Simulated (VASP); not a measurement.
# Ba (I4/mmm) in VASP: notebook

The runs below take Ba through single point, with PBEsol.

Program: VASP 6.6.1. These are calculated values, not measurements. Logs are shortened: lines on timing, memory, paths and dates and some standing lists are left out, and cuts for length are marked.

**1. The cell of the first run**

The structure is tetragonal, space group I4/mmm (No. 139). The conventional cell has a = 5.613 Å, b = 5.613 Å, c = 3.968 Å, α = 90.00°, β = 90.00°, γ = 90.00°. Ba (site symmetry 4/mmm) has 10 Ba at 3.97 to 4.44 Å within 5.2 Å.

**2. Single point, PBEsol**

File INCAR:

```
SYSTEM = Ba
PREC = Accurate ; ENCUT = 520
EDIFF = 1E-6 ; ISMEAR = 0
SIGMA = 0.15 ; LREAL = .FALSE.
LASPH = .TRUE. ; NELM = 80
ALGO = Fast ; ISIF = 2
LWAVE = .FALSE. ; LCHARG = .TRUE.
GGA = PS ; LELF = .TRUE.
LVHAR = .TRUE. ; NBANDS = 11
```

File KPOINTS:

```
Automatic mesh
0
G
  16 16 16
  0 0 0
```

File POSCAR:

```
Ba
1.0
   -2.8062963888      2.8062963888      1.9840515469
    2.8062963888     -2.8062963888      1.9840515469
    2.8062963888      2.8062963888     -1.9840515469
Ba
1
Direct
    0.0000000000      0.0000000000      0.0000000000
```

Potentials or basis: VASP PAW PBE potentials, release 64 (Ba_sv).

Launch:

```bash
> cat potpaw_PBE.64/Ba_sv/POTCAR > POTCAR
> mpirun -np 1 vasp_std > vasp.out
```

OUTCAR:

```text
SYSTEM = Ba
   PREC = Accurate
   ENCUT = 520
   EDIFF = 1E-6
   ISMEAR = 0
   LREAL = .FALSE.
   LASPH = .TRUE.
   NELM = 80
   ISIF = 2
   GGA = PS

 ion  position               nearest neighbor table
   1  0.000  0.000  0.000-

  LATTYP: Found a body centered tetragonal cell.
 ALAT       =     5.6125927776
 C/A-ratio  =     0.7070000000

  Lattice vectors:

 A1 = (  -2.8062963888,   2.8062963888,   1.9840515469)
 A2 = (   2.8062963888,  -2.8062963888,   1.9840515469)
 A3 = (   2.8062963888,   2.8062963888,  -1.9840515469)

Analysis of symmetry for initial positions (statically):
=====================================================================
 Subroutine PRICEL returns:
 Original cell was already a primitive cell.

 Routine SETGRP: Setting up the symmetry group for a
 body centered tetragonal supercell.

 Subroutine GETGRP returns: Found 16 space group operations
 (whereof 16 operations were pure point group operations)
 out of a pool of 16 trial point group operations.

The static configuration has the point symmetry D_4h.

Analysis of symmetry for dynamics (positions and initial velocities):
=====================================================================
 Subroutine PRICEL returns:
 Original cell was already a primitive cell.

 Routine SETGRP: Setting up the symmetry group for a
 body centered tetragonal supercell.

 Subroutine GETGRP returns: Found 16 space group operations
 (whereof 16 operations were pure point group operations)
 out of a pool of 16 trial point group operations.

The dynamic configuration has the point symmetry D_4h.

 Subroutine INISYM returns: Found 16 space group operations
 (whereof 16 operations are pure point group operations),
 and found     1 'primitive' translations

----------------------------------------------------------------------------------------

                                     Primitive cell

  volume of cell :      62.5000

  direct lattice vectors                    reciprocal lattice vectors
    -2.806296389  2.806296389  1.984051547     0.000000000  0.178170774  0.252009581
     2.806296389 -2.806296389  1.984051547     0.178170774  0.000000000  0.252009581
     2.806296389  2.806296389 -1.984051547     0.178170774  0.178170774  0.000000000

  length of vectors
     4.437010185  4.437010185  4.437010185     0.308631907  0.308631907  0.251971525

  position of ions in fractional coordinates (direct lattice)
     0.000000000  0.000000000  0.000000000

  ion indices of the primitive-cell ions
   primitive index   ion index
                 1           1

----------------------------------------------------------------------------------------

 KPOINTS: Automatic mesh

Automatic generation of k-mesh.
 Grid dimensions read from file:
 generate k-points for:   16   16   16

 Generating k-lattice:

  Cartesian coordinates                     Fractional coordinates (reciprocal lattice)
     0.000000000  0.011135673  0.015750599     0.062500000  0.000000000  0.000000000
     0.011135673  0.000000000  0.015750599     0.000000000  0.062500000  0.000000000
     0.011135673  0.011135673  0.000000000     0.000000000  0.000000000  0.062500000

  Length of vectors
     0.019289494  0.019289494  0.015748220

  Shift w.r.t. Gamma in fractional coordinates (k-lattice)
     0.000000000  0.000000000  0.000000000

 Subroutine IBZKPT returns following result:
 ===========================================

 Found    349 irreducible k-points:

 Following reciprocal coordinates:
            Coordinates               Weight
  0.000000  0.000000  0.000000      1.000000
  0.062500 -0.000000  0.000000      8.000000
  0.125000 -0.000000  0.000000      8.000000
  0.187500  0.000000 -0.000000      8.000000
  0.250000 -0.000000  0.000000      8.000000
  0.312500 -0.000000  0.000000      8.000000
[... 16 lines left out ...]
 -0.125000  0.062500  0.000000     16.000000
 -0.062500  0.062500  0.000000      4.000000
 [... further k-points ...]
   k-points           NKPTS =    349   k-points in BZ     NKDIM =    349   number of bands    NBANDS=     11
   number of dos      NEDOS =    301   number of ions     NIONS =      1
   total plane-waves  NPLWV =  46656
   dimension x,y,z NGX =    36 NGY =   36 NGZ =   36
   dimension x,y,z NGXF=    72 NGYF=   72 NGZF=   72
   ions per type =               1
   NGX,Y,Z   is equivalent  to a cutoff of  13.49, 13.49, 13.49 a.u.
   NGXF,Y,Z  is equivalent  to a cutoff of  26.98, 26.98, 26.98 a.u.
 SYSTEM =  Ba
   PREC   = accura    normal or accurate (medium, high low for compatibility)
   ISTART =      0    job   : 0-new  1-cont  2-samecut
   ICHARG =      2    charge: 1-file 2-atom 10-const
   ISPIN  =      1    spin polarized calculation?
   LNONCOLLINEAR =      F non collinear calculations
   LSORBIT =      F    spin-orbit coupling
   LASPH  =      T    aspherical Exc in radial PAW
   ENCUT  =  520.0 eV  38.22 Ry    6.18 a.u.   8.25  8.25  8.25*2*pi/ulx,y,z
   NELM   =     80;   NELMIN=  2; NELMDL= -5     # of ELM steps
   EDIFF  = 0.1E-05   stopping-criterion for ELM
   LREAL  =      F    real-space projection
   EDIFFG = 0.1E-04   stopping-criterion for IOM
   NSW    =      0    number of steps for IOM
   IBRION =     -1    ionic relax: 0-MD 1-quasi-New 2-CG
   NFREE  =      0    steps in history (QN), initial steepest desc. (CG)
   ISIF   =      2    stress and relaxation
   ISYM   =      2    0-nonsym 1-usesym 2-fastsym
   POTIM  = 0.5000    time-step for ionic-motion
   TEBEG  =    0.0;   TEEND  =   0.0 temperature during run
   PSTRESS=    0.0 pullay stress
   NELECT =      10.0000    total number of electrons
   NUPDOWN=      -1.0000    fix difference up-down
   EMIN   =  10.00;   EMAX   =-10.00  energy-range for DOS
   EFERMI =   0.00;   METHOD = LEGACY
   ISMEAR =     0;   SIGMA  =   0.15  broadening in eV -4-tet -1-fermi 0-gaus
   EFERMI_NEDOS =   21; number of points for ismear=-14 and -15
   IALGO  =     68    algorithm
   IMIX   =      4    mixing-type and parameters
     AMIX     =   0.40;   BMIX     =  1.00
     AMIX_MAG =   1.60;   BMIX_MAG =  1.00
  volume/ion in A,a.u.               =      62.50       421.77
  Fermi-wavevector in a.u.,A,eV,Ry     =   0.888754  1.679501 10.747016  0.789883
  Thomas-Fermi vector in A             =   2.010225
   LORBIT       =      0    0 simple, 1 ext, 2 COOP (PROOUT), +10 PAW based schemes
   GGA     = PS    functional components
   LHFCALC =     F    Hartree Fock is set to
   AEXX    =    0.0000 exact exchange contribution
   IVDW    =     0    specifies the selected vdW correction
   LEPSILON=     F    determine dielectric tensor
   LRPA    =     F    only Hartree local field effects (RPA)
 non-spin polarized calculation
 RMM-DIIS sequential band-by-band and
 Gauss-broadening in eV      SIGMA  =   0.15
  energy-cutoff  :      520.00
  volume of cell :       62.50
 maximum number of plane-waves:      1708
 NGX is ok and might be reduce to    36
   NGX = 17   NGY = 17   NGZ = 17

 number of electron      10.0000000 magnetization

 number of electron       9.9999999 magnetization

 Free energy of the ion-electron system (eV)
  ---------------------------------------------------
  ext. energy  EPLUGINS =         0.00000000
  ---------------------------------------------------
  free energy    TOTEN  =        -2.00464854 eV

  energy without entropy =       -1.98766639  energy(sigma->0) =       -1.99615746

 E-fermi :   1.5659     XC(G=0):  -7.5187

 val. band max:        1.5544713184   @ k =   0.3750   0.3750   0.0625
 cond. band min:       1.5661633596   @ k =   0.3750   0.2500   0.1875
 fundamental gap:      0.0116920412
 Fermi energy:         1.5659341310

 k-point     1 :       0.0000    0.0000    0.0000
  band No.  band energies     occupation
      1     -27.3599      2.00000
      2     -12.3122      2.00000
      3     -12.3122      2.00000
      4     -12.1309      2.00000
      5      -1.1806      2.00000
      6       2.1978      0.00000
      7       2.9192      0.00000
      8       4.7285      0.00000
      9       4.7285      0.00000
     10       5.8243      0.00000
     11       7.9640      0.00000

 k-point     2 :       0.0625   -0.0000    0.0000
  band No.  band energies     occupation
      1     -27.3566      2.00000
      2     -12.3171      2.00000
      3     -12.3157      2.00000
      4     -12.1621      2.00000
      5      -1.0887      2.00000
      6       2.2372      0.00000
      7       2.9885      0.00000
      8       4.5571      0.00000
      9       4.5693      0.00000
     10       5.7289      0.00000
     11       8.2361      0.00000

 k-point     3 :       0.1250   -0.0000    0.0000
  band No.  band energies     occupation
      1     -27.3473      2.00000
      2     -12.3376      2.00000
      3     -12.3256      2.00000
      4     -12.2426      2.00000
      5      -0.8250      2.00000
      6       2.3294      0.00000
      7       3.1563      0.00000
      8       4.2093      0.00000
      9       4.2515      0.00000
     10       5.5290      0.00000
     11       8.8179      0.00000

 k-point     4 :       0.1875    0.0000   -0.0000
  band No.  band energies     occupation
      1     -27.3334      2.00000
      2     -12.4187      2.00000
      3     -12.3404      2.00000
      4     -12.3079      2.00000
      5      -0.4272      2.00000
      6       2.3821      0.00000
      7       3.1932      0.00000
      8       4.0496      0.00000
      9       4.1153      0.00000
     10       5.2992      0.00000
     11       8.7593      0.00000
[... 239 lines left out ...]
 k-point    22 :      -0.1875    0.0625    0.0000
  band No.  band energies     occupation
      1     -27.3443      2.00000
      2     -12.3825      2.00000
      3     -12.3265      2.00000
      4     -12.2435      2.00000
      5      -0.6649      2.00000
      6       2.3339      0.00000
      7       3.0360      0.00000
      8       4.1447      0.00000
      9       4.5286      0.00000
     10       5.4070      0.00000
     11       8.7152      0.00000

 k-point    23 :      -0.1250    0.0625    0.0000
  band No.  band energies     occupation
      1     -27.3544      2.00000
      2     -12.3502      2.00000
      3     -12.3138      2.00000
      4     -12.1655      2.00000
      5      -0.9758      2.00000
      6       2.2652      0.00000
      7       2.9184      0.00000
      8       4.5079      0.00000
      9       4.6991      0.00000
     10       5.5836      0.00000
     11       8.3092      0.00000

 k-point    24 :      -0.0625    0.0625    0.0000
  band No.  band energies     occupation
      1     -27.3587      2.00000
      2     -12.3293      2.00000
      3     -12.3109      2.00000
      4     -12.1332      2.00000
      5      -1.1228      2.00000
      6       2.2167      0.00000
      7       2.8848      0.00000
      8       4.7062      0.00000
      9       4.7811      0.00000
     10       5.7206      0.00000
     11       8.0230      0.00000

 [... further k-points ...]

------------------------ aborting loop because EDIFF is reached ----------------------------------------

  FORCE on cell =-STRESS in cart. coord.  units (eV):
  Direction    XX          YY          ZZ          XY          YZ          ZX
  --------------------------------------------------------------------------------------
  -------------------------------------------------------------------------------------
  Total       -0.6387813     -0.6387813      1.0532085      0.0000000     -0.0000000      0.0000000
  in kB      -16.3750537    -16.3750537     26.9988287      0.0000000     -0.0000000      0.0000000
  external PRESSURE =      -1.9170929 kB  Pullay stress =       0.0000000 kB

 VOLUME and BASIS-vectors are now :
 -----------------------------------------------------------------------------
  energy-cutoff  :      520.00
  volume of cell :       62.50
      direct lattice vectors                 reciprocal lattice vectors
    -2.806296389  2.806296389  1.984051547     0.000000000  0.178170774  0.252009581
     2.806296389 -2.806296389  1.984051547     0.178170774  0.000000000  0.252009581
     2.806296389  2.806296389 -1.984051547     0.178170774  0.178170774  0.000000000

 POSITION                                       TOTAL-FORCE (eV/Angst)
 -----------------------------------------------------------------------------------
      0.00000      0.00000      0.00000         0.000000     -0.000000      0.000000
 -----------------------------------------------------------------------------------
    total drift:                               -0.000000      0.000000      0.000000

  FREE ENERGIE OF THE ION-ELECTRON SYSTEM (eV)
  ---------------------------------------------------
  free  energy   TOTEN  =        -2.0046485378 eV

  energy  without entropy=       -1.9876663905  energy(sigma->0) =       -1.99615746
```

Wall time 85 s (1 thread of Intel Xeon 6975P-C (Granite Rapids), shared host); peak memory 0.39 GiB.

What came out:

```yaml
Free_energy: -2.0046 eV
Pressure: -0.2 GPa
Band_gap_on_the_k_mesh: zero (band 5 reaches 2.02 eV, above the bottom of band 6 at 1.11 eV)
```

Levels at points of the mesh, in eV from the Fermi level:
```csv
k point,band 3,band 4,band 5,band 6,band 7,band 8
"(0.00, 0.00, 0.00)",-13.88,-13.70,-2.75,0.63,1.35,3.16
"(0.50, 0.00, 0.00)",-13.97,-13.94,-0.79,0.12,1.94,2.98
"(0.50, 0.50, 0.00)",-13.84,-13.76,-1.12,0.67,1.37,2.66
"(0.50, 0.50, 0.50)",-14.22,-13.82,-0.73,-0.46,3.17,3.17
```

Caveat: the PAW data sets were made with another functional, which shifts forces and pressure a little; spin-orbit coupling is left out, which moves the levels of the heavy elements.

**3. Single point, PBEsol**

File INCAR:

```
SYSTEM = Ba
  PREC = Accurate
  ENCUT = 520
  EDIFF = 1E-6
  ISMEAR = 0
  SIGMA = 0.15
  LREAL = .False.
  LASPH = .True.
  NELM = 60
  ALGO = Fast
  ISIF = 2
  LWAVE = .False.
  LCHARG = .False.
  GGA = PS
  NBANDS = 11
```

File KPOINTS:

```
Automatic mesh
0
Gamma
  16 16 16
  0 0 0
```

File POSCAR:

```
Ba
1.0
   -2.6391679799      2.6391679799      2.2432927830
    2.6391679799     -2.6391679799      2.2432927830
    2.6391679799      2.6391679799     -2.2432927830
Ba
1
Direct
    0.0000000000      0.0000000000      0.0000000000
```

Potentials or basis: VASP PAW PBE potentials, release 64 (Ba_sv).

Launch:

```bash
> cat potpaw_PBE.64/Ba_sv/POTCAR > POTCAR
> mpirun -np 1 vasp_std > vasp.out
```

OUTCAR:

```text
SYSTEM = Ba
   PREC = Accurate
   ENCUT = 520
   EDIFF = 1E-6
   ISMEAR = 0
   LREAL = .False.
   LASPH = .True.
   NELM = 60
   ISIF = 2
   GGA = PS

 ion  position               nearest neighbor table
   1  0.000  0.000  0.000-

  LATTYP: Found a body centered tetragonal cell.
 ALAT       =     5.2783359598
 C/A-ratio  =     0.8500000000

  Lattice vectors:

 A1 = (  -2.6391679799,   2.6391679799,   2.2432927830)
 A2 = (   2.6391679799,  -2.6391679799,   2.2432927830)
 A3 = (   2.6391679799,   2.6391679799,  -2.2432927830)
[... 516 lines left out ...]

 [... further k-points ...]

------------------------ aborting loop because EDIFF is reached ----------------------------------------

  FORCE on cell =-STRESS in cart. coord.  units (eV):
  Direction    XX          YY          ZZ          XY          YZ          ZX
  --------------------------------------------------------------------------------------
  -------------------------------------------------------------------------------------
  Total       -0.3387421     -0.3387421      0.1122591      0.0000000      0.0000000     -0.0000000
  in kB       -8.6835975     -8.6835975      2.8777434      0.0000000      0.0000000     -0.0000000
  external PRESSURE =      -4.8298172 kB  Pullay stress =       0.0000000 kB

 VOLUME and BASIS-vectors are now :
 -----------------------------------------------------------------------------
  energy-cutoff  :      520.00
  volume of cell :       62.50
      direct lattice vectors                 reciprocal lattice vectors
    -2.639167980  2.639167980  2.243292783     0.000000000  0.189453647  0.222886644
     2.639167980 -2.639167980  2.243292783     0.189453647  0.000000000  0.222886644
     2.639167980  2.639167980 -2.243292783     0.189453647  0.189453647  0.000000000

 POSITION                                       TOTAL-FORCE (eV/Angst)
 -----------------------------------------------------------------------------------
      0.00000      0.00000      0.00000         0.000000     -0.000000      0.000000
 -----------------------------------------------------------------------------------
    total drift:                               -0.000000      0.000000      0.000000

  FREE ENERGIE OF THE ION-ELECTRON SYSTEM (eV)
  ---------------------------------------------------
  free  energy   TOTEN  =        -2.1278481411 eV

  energy  without entropy=       -2.1148099232  energy(sigma->0) =       -2.12132903
```

Run time: 51 s. Hardware: 1 thread of Intel Xeon 6975P-C (Granite Rapids), shared host; peak memory 0.36 GiB.

Results:

| Quantity | Value |
| --- | --- |
| Free energy | -2.1278 eV |
| Pressure | -0.5 GPa |
| Band gap on the k mesh | zero (band 5 reaches 1.98 eV, above the bottom of band 6 at 1.12 eV) |

Stress tensor (GPa, compression positive):
```
-0.87  0.00  0.00
 0.00 -0.87  0.00
 0.00  0.00  0.29
```

Levels at points of the mesh, in eV from the Fermi level:
```tsv
k point	band 1	band 2	band 3	band 4	band 5	band 6	band 7	band 8	band 9	band 10
(0.00, 0.00, 0.00)	-28.88	-13.81	-13.81	-13.79	-2.80	1.19	2.27	2.27	2.40	3.91
(0.50, 0.00, 0.00)	-28.83	-14.29	-13.97	-13.85	-0.89	0.36	1.49	3.13	4.62	5.12
(0.50, 0.50, 0.00)	-28.84	-14.28	-13.89	-13.79	-1.02	0.94	1.45	2.31	3.33	5.11
(0.50, 0.50, 0.50)	-28.81	-14.17	-14.17	-14.01	-0.68	-0.47	3.76	3.76	4.70	4.70
```

Caveat: the PAW data sets were made with another functional, which shifts forces and pressure a little; spin-orbit coupling is left out, which moves the levels of the heavy elements.

(Continued in part 2 of 3.)
